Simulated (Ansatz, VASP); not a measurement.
## One calculation of C, two programs

Contents of INCAR:

```
SYSTEM = C
PREC = Accurate ; ENCUT = 520
EDIFF = 1E-7 ; ISMEAR = -1
SIGMA = 0.1 ; LREAL = .FALSE.
LASPH = .TRUE. ; NELM = 100
ALGO = Normal ; ISIF = 2
LWAVE = .FALSE. ; LCHARG = .FALSE.
GGA = PE ; NBANDS = 8
```

Contents of KPOINTS:

```
Automatic mesh
0
G
  25 25 25
  0 0 0
```

The input POSCAR:

```
C
1.0
   -1.1870539860      1.1870539860      1.1870539860
    1.1870539860     -1.1870539860      1.1870539860
    1.1870539860      1.1870539860     -1.1870539860
C
1
Direct
    0.0000000000      0.0000000000      0.0000000000
```

Input for Ansatz:

```yaml
crystal:
  lattice:
    - [-1.187053986, 1.187053986, 1.187053986]
    - [1.187053986, -1.187053986, 1.187053986]
    - [1.187053986, 1.187053986, -1.187053986]
  atoms:
    - { symbol: C, position: [0.0, 0.0, 0.0] }
kpoints:
  mp_grid: { grid: [25, 25, 25] }
  band_path:
    path:
      - [0.0, 0.0, 0.0]
      - [0.5, -0.5, 0.5]
      - [0.0, 0.0, 0.5]
      - [0.0, 0.0, 0.0]
      - [0.25, 0.25, 0.25]
      - [0.5, -0.5, 0.5]
      - [0.25, 0.25, 0.25]
      - [0.0, 0.0, 0.5]
    npoints: 14
scf:
  occupations: { method: fermi_dirac, width: 0.1 }
hamiltonian:
  xc: pbe
  pseudopotentials: { kind: all_electron, lapw: { basis_error: 0.001 } }
output:
  forces: true
  stress: true
  eigenvalues: true
  populations: true
  dos: { projected: true, de: 0.2, e_range: [-14, 8] }
```

Alike in both runs: task single point; functional PBE; k mesh 25 × 25 × 25; occupations fermi-dirac, width 0.1 eV; no spin polarisation.

|  | VASP | Ansatz |
| --- | --- | --- |
| version | VASP 6.6.1 | Ansatz 0.2.0 |
| potentials or method | VASP PAW PBE potentials, release 64 (C), cutoff 520 eV | all-electron LAPW, scalar-relativistic |

|  | VASP | Ansatz | Ansatz less VASP |
| --- | --- | --- | --- |
| pressure (GPa) | 0.1 | 0.0 | -0.12 |

Ansatz ran all-electron here, and VASP with PAW potentials.
